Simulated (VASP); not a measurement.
A run of VASP 6.6.1 is set up as follows.

The input INCAR:

```
SYSTEM = KI
PREC = Accurate
ENCUT = 520
EDIFF = 1E-8
ISMEAR = 0
SIGMA = 0.01
LREAL = .FALSE.
LASPH = .TRUE.
NELM = 60
ALGO = Normal
ISIF = 2
LWAVE = .FALSE.
LCHARG = .FALSE.
GGA = PE
LEPSILON = .TRUE.
```

KPOINTS

```
regular mesh
0
G
  6 6 6
  0 0 0
```

The input POSCAR:

```
KI
1.0
    0.0000000000      3.5445661589      3.5445661589
    3.5445661589      0.0000000000      3.5445661589
    3.5445661589      3.5445661589      0.0000000000
K I
1 1
Direct
    0.0000000000      0.0000000000      0.0000000000
    0.5000000000      0.5000000000      0.5000000000
```

Potentials or basis: VASP PAW PBE potentials, release 64 (K_sv, I).

Command:

```bash
$ cat potpaw_PBE.64/K_sv/POTCAR potpaw_PBE.64/I/POTCAR > POTCAR
$ mpirun -np 1 vasp_std > vasp.out
```

**Question.** Predict the electronic dielectric tensor (diagonal).

**Answer.** 2.86.

**Question.** Predict the Born charges (mean of the diagonal).

**Answer.** K +1.14; I -1.14 e.

**Question.** Estimate the band gap on the k mesh.

**Answer.** 3.94 eV.

Born effective charge tensors (e):
atom 1, K
```
1.14 0.00 0.00
0.00 1.14 0.00
0.00 0.00 1.14
```
atom 2, I
```
-1.14  0.00  0.00
 0.00 -1.14  0.00
 0.00  0.00 -1.14
```

Caveat: spin-orbit coupling is left out, which moves the levels of the heavy elements. Expect the measured gap to be larger: semilocal functionals such as PBE lack the derivative discontinuity.
